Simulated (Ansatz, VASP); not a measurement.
# CaB2: VASP beside Ansatz

File INCAR:

```
SYSTEM = CaB2
  ALGO = Normal
  EDIFF = 1E-6
  ENCUT = 500
  GGA = PE
  GGA_COMPAT = .FALSE.
  ISIF = 2
  ISMEAR = 1
  LASPH = .TRUE.
  LCHARG = .FALSE.
  LREAL = .FALSE.
  LWAVE = .FALSE.
  NBANDS = 15
  NELM = 120
  PREC = Accurate
  SIGMA = 0.1
```

File KPOINTS:

```
k-points
0
G
  3 3 2
  0 0 0
```

The input POSCAR:

```
CaB2
1.0
    3.2264302843      0.0000000000      0.0000000000
   -1.6132151421      2.7941705897      0.0000000000
    0.0000000000      0.0000000000      4.0673920000
Ca B
1 2
Direct
    0.0000000000      0.0000000000      0.0000000000
    0.3333333333      0.6666666667      0.5000000000
    0.6666666667      0.3333333333      0.5000000000
```

Input for Ansatz:

```yaml
crystal:
  lattice:
    - [3.2264302843, 0.0, 0.0]
    - [-1.6132151421, 2.7941705897, 0.0]
    - [0.0, 0.0, 4.067392]
  atoms:
    - { symbol: Ca, position: [0.0, 0.0, 0.0] }
    - { symbol: B, position: [0.3333333333, 0.6666666667, 0.5] }
    - { symbol: B, position: [0.6666666667, 0.3333333333, 0.5] }
basis:
  ecutwfc: 420
kpoints:
  mp_grid: { grid: [3, 3, 2] }
hamiltonian:
  xc: pbe
scf:
  occupations: { method: methfessel_paxton }
  lower_state_search: "off"
output:
  forces: true
  stress: true
  eigenvalues: true
```

Alike in both runs: task single point; functional PBE; k mesh 3 × 3 × 2; no spin polarisation.

|  | VASP | Ansatz |
| --- | --- | --- |
| version | VASP 6.6.1 | Ansatz 0.2.0 |
| potentials or method | VASP PAW PBE potentials, release 64 (Ca_sv, B), cutoff 500 eV | scalar-relativistic, plane waves, PAW |
| occupations | methfessel-paxton of order 1, width 0.1 eV | methfessel-paxton of order 1 |
| valence electrons in the cell | 16 | 16 |

|  | VASP | Ansatz | Ansatz less VASP |
| --- | --- | --- | --- |
| gap on the k mesh at the Fermi level (eV) | none | none | - |
| pressure (GPa) | -1.7 | -2.0 | -0.30 |
| traceless stress, the component that is largest in VASP (GPa) | 8.05 | 7.90 | -0.143 |

A gap of «none» marks a metal or a gap that the smearing closes.

The k mesh is coarse, so the values compare programs but aren't converged.
